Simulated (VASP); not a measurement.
# Ti (Fm-3m) in VASP: further runs, part 2 of 2

VASP 6.6.1. The steps go on from the part before.

## 3. Single point, PBE+D3(BJ)

This run uses another cell than the first one, of 16.43 Å³/atom, 1.277 times its volume.

Input file INCAR:

```
PREC = Accurate
ENCUT = 520
EDIFF = 1E-6
ISMEAR = -1
SIGMA = 0.05
LREAL = F
LASPH = T
NELM = 80
ALGO = Fast
ISIF = 2
LWAVE = F
LCHARG = T
GGA = PE
IVDW = 12
LELF = T
LVHAR = T
NBANDS = 12
```

Input file KPOINTS:

```
Automatic mesh
0
Gamma
  11 11 11
```

Input file POSCAR:

```
Ti
1.0
    0.0000000000      2.0177007073      2.0177007073
    2.0177007073      0.0000000000      2.0177007073
    2.0177007073      2.0177007073      0.0000000000
Ti
1
Direct
    0.0000000000      0.0000000000      0.0000000000
```

Potentials or basis: VASP PAW PBE potentials, release 64 (Ti_sv).

On the command line:

```console
$ cat potpaw_PBE.64/Ti_sv/POTCAR > POTCAR
$ mpirun -np 1 vasp_std > vasp.out
```

It took 14 s on 1 thread of Intel Xeon 6975P-C, shared host; peak memory 0.15 GiB.

Results (log left out):

```
Free energy                : -8.4084 eV
Pressure                   : -0.4 GPa
Band gap on the k mesh     : zero (band 6 reaches 9.74 eV, above the bottom of band 7 at 8.54 eV)
Dispersion energy per atom : -0.638 eV
```

Levels at points of the mesh, in eV from the Fermi level:
| k point | band 2 | band 3 | band 4 | band 5 | band 6 | band 7 | band 8 | band 9 | band 10 | band 11 |
| --- | --- | --- | --- | --- | --- | --- | --- | --- | --- | --- |
| (0.00, 0.00, 0.00) | -32.40 | -32.40 | -32.40 | -6.23 | 0.92 | 0.92 | 0.92 | 2.68 | 2.68 | 15.56 |

Caveat: pairwise dispersion overbinds metals, which lowers pressure and volume.

## 4. Single point, PBEsol+D3(BJ)

This run uses another cell than the first one, of 15.78 Å³/atom, 1.226 times its volume.

Input file INCAR:

```
SYSTEM = Ti
PREC = Accurate ; ENCUT = 520
EDIFF = 1E-6 ; ISMEAR = -1
SIGMA = 0.05 ; LREAL = .FALSE.
LASPH = .TRUE. ; NELM = 100
ALGO = Fast ; ISIF = 2
LWAVE = .FALSE. ; LCHARG = .FALSE.
GGA = PS ; IVDW = 12
NBANDS = 12
```

Input file KPOINTS:

```
Automatic mesh
0
G
  11 11 11
  0 0 0
```

Input file POSCAR:

```
Ti
1.0
    0.0000000000      1.9906400683      1.9906400683
    1.9906400683      0.0000000000      1.9906400683
    1.9906400683      1.9906400683      0.0000000000
Ti
1
Direct
    0.0000000000      0.0000000000      0.0000000000
```

Potentials or basis: VASP PAW PBE potentials, release 64 (Ti_sv).

On the command line:

```console
$ cat potpaw_PBE.64/Ti_sv/POTCAR > POTCAR
$ mpirun -np 1 vasp_std > vasp.out
```

OUTCAR:

```text
SYSTEM = Ti
   PREC = Accurate
   ENCUT = 520
   EDIFF = 1E-6
   ISMEAR = -1
   LREAL = .FALSE.
   LASPH = .TRUE.
   NELM = 100
   ISIF = 2
   GGA = PS
   IVDW = 12
 IVDW          = 12

 ion  position               nearest neighbor table
   1  0.000  0.000  0.000-

  LATTYP: Found a face centered cubic cell.
 ALAT       =     3.9812801366

  Lattice vectors:

 A1 = (   0.0000000000,   1.9906400683,   1.9906400683)
[... 540 lines left out ...]
     11      23.5805      0.00000
     12      24.2571      0.00000

 [... further k-points ...]

------------------------ aborting loop because EDIFF is reached ----------------------------------------

 Edisp (eV)   -0.66098

 E8    (eV) :    -0.4625

  FORCE on cell =-STRESS in cart. coord.  units (eV):
  Direction    XX          YY          ZZ          XY          YZ          ZX
  --------------------------------------------------------------------------------------
  -------------------------------------------------------------------------------------
  Total      -0.04102    -0.04102    -0.04102    -0.00000    -0.00000    -0.00000
  in kB      -4.16584    -4.16584    -4.16584    -0.00000    -0.00000    -0.00000
  external pressure =       -4.17 kB  Pullay stress =        0.00 kB

 VOLUME and BASIS-vectors are now :
 -----------------------------------------------------------------------------
  energy-cutoff  :      520.00
  volume of cell :       15.78
      direct lattice vectors                 reciprocal lattice vectors
     0.000000000  1.990640068  1.990640068    -0.251175493  0.251175493  0.251175493
     1.990640068  0.000000000  1.990640068     0.251175493 -0.251175493  0.251175493
     1.990640068  1.990640068  0.000000000     0.251175493  0.251175493 -0.251175493

 POSITION                                       TOTAL-FORCE (eV/Angst)
 -----------------------------------------------------------------------------------
      0.00000      0.00000      0.00000        -0.000000      0.000000      0.000000
 -----------------------------------------------------------------------------------
    total drift:                                0.000000     -0.000000     -0.000000

  FREE ENERGIE OF THE ION-ELECTRON SYSTEM (eV)
  ---------------------------------------------------
  free  energy   TOTEN  =        -8.9383527912 eV

  energy  without entropy=       -8.9297263319  energy(sigma->0) =       -8.93403956
```

OSZICAR:

```text
N       E                     dE             d eps       ncg     rms          rms(c)
DAV:   1     0.858661231167E+02    0.85866E+02   -0.64880E+03  1344   0.122E+03
DAV:   2    -0.506931754942E+01   -0.90935E+02   -0.88309E+02  1364   0.297E+02
DAV:   3    -0.916000234013E+01   -0.40907E+01   -0.40478E+01  1840   0.646E+01
[... 12 lines left out ...]
RMM:  16    -0.827736298811E+01   -0.76272E-05   -0.75845E-05  1642   0.499E-02    0.185E-02
RMM:  17    -0.827736676667E+01   -0.37786E-05   -0.36831E-05  1552   0.364E-02    0.198E-02
RMM:  18    -0.827736811304E+01   -0.13464E-05   -0.26908E-05  1468   0.285E-02    0.437E-03
RMM:  19    -0.827736939535E+01   -0.12823E-05   -0.13018E-05  1284   0.194E-02    0.356E-04
RMM:  20    -0.827737018539E+01   -0.79004E-06   -0.73224E-06  1063   0.131E-02
   1 F= -.89383528E+01 E0= -.89340396E+01  d E =-.862646E-02
```

It took 13 s on 1 thread of Intel Xeon 6975P-C, shared host; peak memory 0.15 GiB.

Results:

- Free energy: -8.9384 eV
- Pressure: -0.4 GPa
- Band gap on the k mesh: zero (band 6 reaches 10.09 eV, above the bottom of band 7 at 8.85 eV)
- Dispersion energy per atom: -0.661 eV

Caveat: the PAW data sets were made with another functional, which shifts forces and pressure a little; pairwise dispersion overbinds metals, which lowers pressure and volume.

## 5. The runs side by side

```tsv
level	cell	gap on the mesh (eV)	pressure (GPa)
RPBE+D3(BJ)	a = 2.630 Å, angles 60.0°, 1 atom	none	-1.0
PBE+D3(BJ)	a = 2.853 Å, angles 60.0°, 1 atom	none	-0.4
PBEsol+D3(BJ)	a = 2.815 Å, angles 60.0°, 1 atom	none	-0.4
```

Alike in all rows: task single point; potentials or basis VASP PAW PBE potentials, release 64 (Ti_sv); no spin polarisation; k mesh 11 × 11 × 11; cutoff (eV) 520; smearing fermi-dirac 0.05 eV.

Caveats: pairwise dispersion overbinds metals, which lowers pressure and volume; the PAW data sets were made with another functional, which shifts forces and pressure a little (some runs).

Total energies depend on the potentials used, so only differences within one code and one set of settings carry meaning.
